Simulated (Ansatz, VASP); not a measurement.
**One calculation of CO2, two programs**

INCAR

```
SYSTEM = CO2
PREC = Accurate
ENCUT = 600
EDIFF = 1E-6
ISMEAR = 0
SIGMA = 0.02
LREAL = .False.
LASPH = .True.
NELM = 80
ALGO = Normal
ISIF = 3
LWAVE = .False.
LCHARG = .False.
GGA = PS
IBRION = 2
NSW = 70
EDIFFG = -0.005
```

KPOINTS

```
Automatic mesh
0
Gamma
  4 4 4
  0 0 0
```

Contents of POSCAR:

```
CO2
1.0
    5.7132173136      0.0000000000      0.0000000000
    0.0000000000      5.7132173136      0.0000000000
    0.0000000000      0.0000000000      5.7132173136
C O
4 8
Direct
    0.0000000000      0.0000000000      0.0000000000
    0.5000000000      0.0000000000      0.5000000000
    0.5000000000      0.5000000000      0.0000000000
    0.0000000000      0.5000000000      0.5000000000
    0.1181218480      0.1181218480      0.1181218480
    0.3818781520      0.8818781520      0.6181218480
    0.6181218480      0.3818781520      0.8818781520
    0.8818781520      0.6181218480      0.3818781520
    0.8818781520      0.8818781520      0.8818781520
    0.6181218480      0.1181218480      0.3818781520
    0.3818781520      0.6181218480      0.1181218480
    0.1181218480      0.3818781520      0.6181218480
```

Input for Ansatz:

```yaml
crystal:
  lattice:
    - [5.7132173136, 0.0, 0.0]
    - [0.0, 5.7132173136, 0.0]
    - [0.0, 0.0, 5.7132173136]
  atoms:
    - { symbol: C, position: [0.0, 0.0, 0.0] }
    - { symbol: C, position: [0.5, 0.0, 0.5] }
    - { symbol: C, position: [0.5, 0.5, 0.0] }
    - { symbol: C, position: [0.0, 0.5, 0.5] }
    - { symbol: O, position: [0.118121848, 0.118121848, 0.118121848] }
    - { symbol: O, position: [0.381878152, 0.881878152, 0.618121848] }
    - { symbol: O, position: [0.618121848, 0.381878152, 0.881878152] }
    - { symbol: O, position: [0.881878152, 0.618121848, 0.381878152] }
    - { symbol: O, position: [0.881878152, 0.881878152, 0.881878152] }
    - { symbol: O, position: [0.618121848, 0.118121848, 0.381878152] }
    - { symbol: O, position: [0.381878152, 0.618121848, 0.118121848] }
    - { symbol: O, position: [0.118121848, 0.381878152, 0.618121848] }
basis:
  ecutwfc: 420
kpoints:
  mp_grid: { grid: [4, 4, 4] }
hamiltonian:
  xc: pbesol
scf:
  occupations: { method: gaussian, width: 0.02 }
output:
  forces: true
  stress: true
  eigenvalues: true
  write_density: true
  write_potential: true
  elf: true
  volumetric_format: npy
relax:
  adjacent_minimum: "off"
  f_tol: 0.005
  max_steps: 50
  cell: { stress_tol: 0.05 }
```

Alike in both runs: task relaxation of cell and atoms; functional PBEsol; k mesh 4 × 4 × 4; occupations gaussian, width 0.02 eV; no spin polarisation.

```csv
,VASP,Ansatz
version,VASP 6.6.1,Ansatz 0.2.0
potentials or method,"VASP PAW PBE potentials, release 64 (C, O), cutoff 600 eV","scalar-relativistic, plane waves, PAW"
valence electrons in the cell,64,64
```

Ansatz gave:

* gap on the k mesh at the Fermi level, each at its own relaxed structure (eV): 6.71
* relaxed volume (Å³/atom): 16.12
* relaxed cell length with the largest relative difference (Å): 5.784

Task: Which values does VASP return?

Result: gap on the k mesh at the Fermi level, each at its own relaxed structure (eV): 6.67; relaxed volume (Å³/atom): 14.78; relaxed cell length with the largest relative difference (Å): 5.618.

VASP's potentials were made for PBE, not for PBEsol. One of these differences is far larger than is usual between the two programs; its cause wasn't traced.

Noted on VASP's run: the standard files for N, O and F lose accuracy on very short bonds.
